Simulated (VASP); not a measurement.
# Cu (P2/m) in VASP: a series of runs

Runs on Cu. Level: PBEsol+D3(BJ). Tasks: single point.

Everything below comes from runs of VASP 6.6.1. Logs are shortened: lines on timing, memory, paths and dates and some standing lists are left out, and cuts for length are marked.

## Step 1: The cell of the first run

The structure is monoclinic, space group P2/m (No. 10). The conventional cell has a = 11.570 Å, b = 2.238 Å, c = 22.224 Å, α = 90.00°, β = 101.93°, γ = 90.00°. Within 3.0 Å of Cu (site symmetry 2/m) lie 2 Cu at 2.24 Å.

## Step 2: Single point, PBEsol+D3(BJ)

Contents of INCAR:

```
PREC     = Accurate       # precision mode
ENCUT    = 520            # plane-wave cutoff, eV
EDIFF    = 1E-7           # SCF threshold, eV
ISMEAR   = 0              # smearing method
SIGMA    = 0.1            # smearing width, eV
LREAL    = False          # projectors in reciprocal space
LASPH    = True           # aspherical terms in the spheres
NELM     = 100            # most SCF steps
ALGO     = Fast           # electronic algorithm
ISIF     = 2              # what is computed and relaxed
LWAVE    = False          # write WAVECAR
LCHARG   = False          # write CHGCAR
GGA      = PS             # functional
IVDW     = 12             # dispersion correction
NBANDS   = 12             # bands
```

Contents of KPOINTS:

```
regular mesh
0
Gamma
  2 8 1
```

Contents of POSCAR:

```
Cu
1.0
   11.5702539529      0.0000000000      0.0000000000
    0.0000000000      2.2382121000      0.0000000000
   -4.5956239420      0.0000000000     21.7433883473
Cu
1
Direct
    0.5000000000      0.5000000000      0.5000000000
```

Potentials or basis: VASP PAW PBE potentials, release 64 (Cu).

Command:

```console
$ cat potpaw_PBE.64/Cu/POTCAR > POTCAR
$ mpirun -np 1 vasp_std > vasp.out
```

OUTCAR:

```text
PREC = Accurate
   ENCUT = 520
   EDIFF = 1E-7
   ISMEAR = 0
   LREAL = False
   LASPH = True
   NELM = 100
   ISIF = 2
   GGA = PS
   IVDW = 12
 IVDW          = 12

 ion  position               nearest neighbor table
   1  0.500  0.500  0.500-

  LATTYP: Found a simple monoclinic cell.
 ALAT       =    11.5702539529
 B/A-ratio  =     0.1934453737
 C/A-ratio  =     1.9207652498
 COS(beta)  =    -0.2067889377

  Lattice vectors:

 A1 = (  11.5702539529,   0.0000000000,   0.0000000000)
 A2 = (   0.0000000000,   2.2382121000,   0.0000000000)
 A3 = (  -4.5956239420,   0.0000000000,  21.7433883473)

Analysis of symmetry for initial positions (statically):
=====================================================================
 Subroutine PRICEL returns:
 Original cell was already a primitive cell.

 Routine SETGRP: Setting up the symmetry group for a
 simple monoclinic supercell.

 Subroutine GETGRP returns: Found  4 space group operations
 (whereof  4 operations were pure point group operations)
 out of a pool of  4 trial point group operations.

The static configuration has the point symmetry C_2h.

Analysis of symmetry for dynamics (positions and initial velocities):
=====================================================================
 Subroutine PRICEL returns:
 Original cell was already a primitive cell.

 Routine SETGRP: Setting up the symmetry group for a
 simple monoclinic supercell.

 Subroutine GETGRP returns: Found  4 space group operations
 (whereof  4 operations were pure point group operations)
 out of a pool of  4 trial point group operations.

The dynamic configuration has the point symmetry C_2h.

 Subroutine INISYM returns: Found  4 space group operations
 (whereof  4 operations are pure point group operations),
 and found     1 'primitive' translations

----------------------------------------------------------------------------------------

                                     Primitive cell

  volume of cell :     563.0816

  direct lattice vectors                    reciprocal lattice vectors
    11.570253953  0.000000000  0.000000000     0.086428526  0.000000000  0.018267300
     0.000000000  2.238212100  0.000000000     0.000000000  0.446785182  0.000000000
    -4.595623942  0.000000000 21.743388347     0.000000000  0.000000000  0.045990992

  length of vectors
    11.570253953  2.238212100 22.223741725     0.088337899  0.446785182  0.045990992

  position of ions in fractional coordinates (direct lattice)
     0.500000000  0.500000000  0.500000000

  ion indices of the primitive-cell ions
   primitive index   ion index
                 1           1

----------------------------------------------------------------------------------------

 KPOINTS: regular mesh

Automatic generation of k-mesh.
 Grid dimensions read from file:
 generate k-points for:    2    8    1

 Generating k-lattice:

  Cartesian coordinates                     Fractional coordinates (reciprocal lattice)
     0.043214263  0.000000000  0.009133650     0.500000000  0.000000000 -0.000000000
     0.000000000  0.055848148  0.000000000     0.000000000  0.125000000  0.000000000
     0.000000000  0.000000000  0.045990992     0.000000000  0.000000000  1.000000000

  Length of vectors
     0.044168950  0.055848148  0.045990992

  Shift w.r.t. Gamma in fractional coordinates (k-lattice)
     0.000000000  0.000000000  0.000000000

 Subroutine IBZKPT returns following result:
 ===========================================

 Found     10 irreducible k-points:

 Following reciprocal coordinates:
            Coordinates               Weight
  0.000000  0.000000  0.000000      1.000000
  0.500000  0.000000  0.000000      1.000000
  0.000000  0.125000  0.000000      2.000000
  0.500000  0.125000  0.000000      2.000000
  0.000000  0.250000  0.000000      2.000000
  0.500000  0.250000  0.000000      2.000000
  0.000000  0.375000  0.000000      2.000000
  0.500000  0.375000  0.000000      2.000000
  0.000000  0.500000  0.000000      1.000000
  0.500000  0.500000  0.000000      1.000000
   k-points           NKPTS =     10   k-points in BZ     NKDIM =     10   number of bands    NBANDS=     12
   number of dos      NEDOS =    301   number of ions     NIONS =      1
   total plane-waves  NPLWV = 272160
   dimension x,y,z NGX =    90 NGY =   18 NGZ =  168
   dimension x,y,z NGXF=   180 NGYF=   36 NGZF=  336
   ions per type =               1
   NGX,Y,Z   is equivalent  to a cutoff of  12.93, 13.37, 12.57 a.u.
   NGXF,Y,Z  is equivalent  to a cutoff of  25.86, 26.74, 25.13 a.u.
 SYSTEM =  unknown system
   PREC   = accura    normal or accurate (medium, high low for compatibility)
   ISTART =      0    job   : 0-new  1-cont  2-samecut
   ICHARG =      2    charge: 1-file 2-atom 10-const
   ISPIN  =      1    spin polarized calculation?
   LNONCOLLINEAR =      F non collinear calculations
   LSORBIT =      F    spin-orbit coupling
   LASPH  =      T    aspherical Exc in radial PAW
   ENCUT  =  520.0 eV  38.22 Ry    6.18 a.u.  21.51  4.16 41.32*2*pi/ulx,y,z
   NELM   =    100;   NELMIN=  2; NELMDL= -5     # of ELM steps
   EDIFF  = 0.1E-06   stopping-criterion for ELM
   LREAL  =      F    real-space projection
   EDIFFG = 0.1E-05   stopping-criterion for IOM
   NSW    =      0    number of steps for IOM
   IBRION =     -1    ionic relax: 0-MD 1-quasi-New 2-CG
   NFREE  =      0    steps in history (QN), initial steepest desc. (CG)
   ISIF   =      2    stress and relaxation
   ISYM   =      2    0-nonsym 1-usesym 2-fastsym
   POTIM  = 0.5000    time-step for ionic-motion
   TEBEG  =    0.0;   TEEND  =   0.0 temperature during run
   PSTRESS=    0.0 pullay stress
   NELECT =      11.0000    total number of electrons
   NUPDOWN=      -1.0000    fix difference up-down
   EMIN   =  10.00;   EMAX   =-10.00  energy-range for DOS
   EFERMI =   0.00;   METHOD = LEGACY
   ISMEAR =     0;   SIGMA  =   0.10  broadening in eV -4-tet -1-fermi 0-gaus
   EFERMI_NEDOS =   21; number of points for ismear=-14 and -15
   IALGO  =     68    algorithm
   IMIX   =      4    mixing-type and parameters
     AMIX     =   0.40;   BMIX     =  1.00
     AMIX_MAG =   1.60;   BMIX_MAG =  1.00
  volume/ion in A,a.u.               =     563.08      3799.86
  Fermi-wavevector in a.u.,A,eV,Ry     =   0.440909  0.833197  2.644978  0.194400
  Thomas-Fermi vector in A             =   1.415886
   LORBIT       =      0    0 simple, 1 ext, 2 COOP (PROOUT), +10 PAW based schemes
   GGA     = PS    functional components
   LHFCALC =     F    Hartree Fock is set to
   AEXX    =    0.0000 exact exchange contribution
   IVDW    =    12    specifies the selected vdW correction
   LEPSILON=     F    determine dielectric tensor
   LRPA    =     F    only Hartree local field effects (RPA)
 non-spin polarized calculation
 RMM-DIIS sequential band-by-band and
 Gauss-broadening in eV      SIGMA  =   0.10
  energy-cutoff  :      520.00
  volume of cell :      563.08
 maximum number of plane-waves:     15252
 NGX is ok and might be reduce to    90
   NGX = 43   NGY =  9   NGZ = 83

 number of electron      11.0000002 magnetization

 Free energy of the ion-electron system (eV)
  ---------------------------------------------------
  ext. energy  EPLUGINS =         0.00000000
  ---------------------------------------------------
  free energy    TOTEN  =        -1.91722959 eV

  energy without entropy =       -1.89351626  energy(sigma->0) =       -1.90537293

 E-fermi :  -5.2459     XC(G=0):  -0.7374

 val. band max:       -5.2890783469   @ k =   0.5000   0.2500   0.0000
 cond. band min:      -3.1801614167   @ k =   0.0000   0.3750   0.0000
 fundamental gap:      2.1089169302
 Fermi energy:        -5.2459177734

 k-point     1 :       0.0000    0.0000    0.0000
  band No.  band energies     occupation
      1      -8.7323      2.00000
      2      -6.3146      2.00000
      3      -6.1458      2.00000
      4      -6.1458      2.00000
      5      -5.3059      1.60347
      6      -5.3059      1.60345
      7      -2.1339      0.00000
      8      -2.1273      0.00000
      9       0.0348      0.00000
     10       0.4425      0.00000
     11       0.5206      0.00000
     12       0.9772      0.00000

 k-point     2 :       0.5000    0.0000    0.0000
  band No.  band energies     occupation
      1      -8.7323      2.00000
      2      -6.3146      2.00000
      3      -6.1458      2.00000
      4      -6.1458      2.00000
      5      -5.3059      1.60350
      6      -5.3059      1.60347
      7      -2.1395      0.00000
      8      -2.1327      0.00000
      9       0.3504      0.00000
     10       0.4898      0.00000
     11       0.5866      0.00000
     12       0.6882      0.00000

 k-point     3 :       0.0000    0.1250    0.0000
  band No.  band energies     occupation
      1      -8.1749      2.00000
      2      -6.0843      2.00000
      3      -6.0843      2.00000
      4      -6.0808      2.00000
      5      -5.6888      2.00000
      6      -5.6888      2.00000
      7      -1.4836      0.00000
      8      -1.4754      0.00000
      9       0.4963      0.00000
     10       0.9093      0.00000
     11       0.9996      0.00000
     12       1.4414      0.00000
[... 76 lines left out ...]
 k-point     9 :       0.0000    0.5000    0.0000
  band No.  band energies     occupation
      1      -7.1335      2.00000
      2      -7.1335      2.00000
      3      -5.7276      2.00000
      4      -5.7276      2.00000
      5      -5.3547      1.87594
      6      -0.8491      0.00000
      7       2.3325      0.00000
      8       5.1656      0.00000
      9       5.1708      0.00000
     10       6.6560      0.00000
     11       6.7021      0.00000
     12       7.3689      0.00000

 k-point    10 :       0.5000    0.5000    0.0000
  band No.  band energies     occupation
      1      -7.1335      2.00000
      2      -7.1335      2.00000
      3      -5.7276      2.00000
      4      -5.7276      2.00000
      5      -5.3547      1.87593
      6      -0.8491      0.00000
      7       2.3328      0.00000
      8       5.1612      0.00000
      9       5.1665      0.00000
     10       6.6228      0.00000
     11       6.6677      0.00000
     12       7.6165      0.00000

------------------------ aborting loop because EDIFF is reached ----------------------------------------

 Edisp (eV)   -0.02821

 E8    (eV) :    -0.0194

  FORCE on cell =-STRESS in cart. coord.  units (eV):
  Direction    XX          YY          ZZ          XY          YZ          ZX
  --------------------------------------------------------------------------------------
  -------------------------------------------------------------------------------------
  Total      -0.00849     0.33768    -0.00386     0.00000     0.00000    -0.00048
  in kB      -0.02414     0.96083    -0.01098     0.00000     0.00000    -0.00136
  external pressure =        0.31 kB  Pullay stress =        0.00 kB

 VOLUME and BASIS-vectors are now :
 -----------------------------------------------------------------------------
  energy-cutoff  :      520.00
  volume of cell :      563.08
      direct lattice vectors                 reciprocal lattice vectors
    11.570253953  0.000000000  0.000000000     0.086428526  0.000000000  0.018267300
     0.000000000  2.238212100  0.000000000     0.000000000  0.446785182  0.000000000
    -4.595623942  0.000000000 21.743388347     0.000000000  0.000000000  0.045990992

 POSITION                                       TOTAL-FORCE (eV/Angst)
 -----------------------------------------------------------------------------------
      3.48732      1.11911     10.87169        -0.000000      0.000000      0.000000
 -----------------------------------------------------------------------------------
    total drift:                                0.000000     -0.000000     -0.000000

  FREE ENERGIE OF THE ION-ELECTRON SYSTEM (eV)
  ---------------------------------------------------
  free  energy   TOTEN  =        -1.9454401644 eV

  energy  without entropy=       -1.9217268330  energy(sigma->0) =       -1.93358350
```

It took 3.8 min on 1 thread of Intel Xeon Platinum 8488C (Sapphire Rapids), shared host; peak memory 0.58 GiB.

Results:

* Free energy: -1.9454 eV
* Pressure: 0.0 GPa
* Dispersion energy per atom: -0.028 eV

Caveat: the PAW data sets were made with another functional, which shifts forces and pressure a little; pairwise dispersion overbinds metals, which lowers pressure and volume.

## Step 3: Single point, PBEsol+D3(BJ)

This run uses another cell than the first one, of 567.11 Å³/atom, 1.007 times its volume.

Contents of INCAR:

```
SYSTEM = Cu
ALGO = Fast
EDIFF = 1E-6
ENCUT = 520
GGA = PS
ISIF = 2
ISMEAR = 0
IVDW = 12
LASPH = .True.
LCHARG = .False.
LREAL = .False.
LWAVE = .False.
NBANDS = 12
NELM = 80
PREC = Accurate
SIGMA = 0.1
```

Contents of KPOINTS:

```
k-points
0
Gamma
  4 18 2
  0 0 0
```

Contents of POSCAR:

```
Cu
1.0
   11.5683224068      0.0000000000      0.0000014014
    0.0000000000      2.2546350667      0.0000000000
   -4.5948541118      0.0000000000     21.7431577353
Cu
1
Direct
    0.5000000000      0.5000000000      0.5000000000
```

Potentials or basis: VASP PAW PBE potentials, release 64 (Cu).

Command:

```console
$ cat potpaw_PBE.64/Cu/POTCAR > POTCAR
$ mpirun -np 1 vasp_std > vasp.out
```

Wall time 16 min (1 thread of Intel Xeon Platinum 8488C (Sapphire Rapids), shared host); peak memory 0.82 GiB.

It converged, with:

| Item | Value |
| --- | --- |
| Free energy | -1.9679 eV |
| Pressure | 0.0 GPa |
| Dispersion energy per atom | -0.028 eV |

Levels at points of the mesh, in eV from the Fermi level:
```tsv
k point	band 1	band 2	band 3	band 4	band 5	band 6	band 7	band 8	band 9	band 10
(0.00, 0.00, 0.00)	-3.54	-1.18	-0.95	-0.95	-0.07	-0.07	2.86	2.86	4.98	5.37
(0.50, 0.00, 0.00)	-3.54	-1.18	-0.95	-0.95	-0.07	-0.07	2.85	2.86	5.29	5.42
(0.00, 0.50, 0.00)	-1.88	-1.88	-0.53	-0.53	-0.14	4.13	7.24	10.04	10.05	11.53
(0.50, 0.50, 0.00)	-1.88	-1.88	-0.53	-0.53	-0.14	4.13	7.24	10.04	10.04	11.49
(0.00, 0.00, 0.50)	-3.54	-1.18	-0.95	-0.95	-0.07	-0.07	2.86	2.86	5.00	5.22
(0.50, 0.00, 0.50)	-3.54	-1.18	-0.95	-0.95	-0.07	-0.07	2.85	2.86	5.31	5.44
(0.00, 0.50, 0.50)	-1.88	-1.88	-0.53	-0.53	-0.14	4.13	7.24	10.04	10.05	11.53
(0.50, 0.50, 0.50)	-1.88	-1.88	-0.53	-0.53	-0.14	4.13	7.24	10.04	10.04	11.49
```

Caveat: the PAW data sets were made with another functional, which shifts forces and pressure a little; pairwise dispersion overbinds metals, which lowers pressure and volume.
